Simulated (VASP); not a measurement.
Input of a VASP 6.6.1 run:

File INCAR:

```
SYSTEM = AlN
ALGO     = Normal         ! electronic algorithm
EDIFF    = 1E-6           ! SCF threshold, eV
ENCUT    = 520            ! plane-wave cutoff, eV
GGA      = PE             ! functional
GGA_COMPAT= .FALSE.      
ISIF     = 2              ! what is computed and relaxed
ISMEAR   = 0              ! smearing method
LASPH    = .TRUE.         ! aspherical terms in the spheres
LCHARG   = .FALSE.        ! write CHGCAR
LREAL    = .FALSE.        ! projectors in reciprocal space
LWAVE    = .FALSE.        ! write WAVECAR
NBANDS   = 26             ! bands
NELM     = 120            ! most SCF steps
PREC     = Accurate       ! precision mode
SIGMA    = 0.01           ! smearing width, eV
```

Contents of KPOINTS:

```
k-points
0
G
  3 3 2
  0 0 0
```

Contents of POSCAR:

```
AlN
1.0
    6.2260000000      0.0000000000      0.0000000000
   -1.5565000000      2.6959370800      0.0000000000
    0.0000000000      0.0000000000      4.9810000000
Al N
4 4
Direct
    0.1650959087      0.6739396900      0.0036938366
    0.3367058898      0.3292038997      0.5013372817
    0.6690033659      0.6753607172     -0.0089837382
    0.8276409837      0.3189603372      0.4998727163
    0.1655740388      0.6574018411      0.3849819313
    0.3351346276      0.3494206178      0.8822178277
    0.6680567487      0.6594104192      0.3782880948
    0.8342275661      0.3386507077      0.8823712106
```

Potentials or basis: VASP PAW PBE potentials, release 64 (Al, N).

The run is started by

```bash
$ cat potpaw_PBE.64/Al/POTCAR potpaw_PBE.64/N/POTCAR > POTCAR
$ mpirun -np 1 vasp_std > vasp.out
```

Estimate the band gap on the k mesh.

4.13 eV.

Estimate the pressure.

3.4 GPa.

Stress tensor (GPa, compression positive):
```
 3.81 -0.97  0.21
-0.97  3.73  0.19
 0.21  0.19  2.77
```

Caveat: the k points lie up to 0.67 Å⁻¹ apart. As with any semilocal functional, this PBE gap is likely too small.
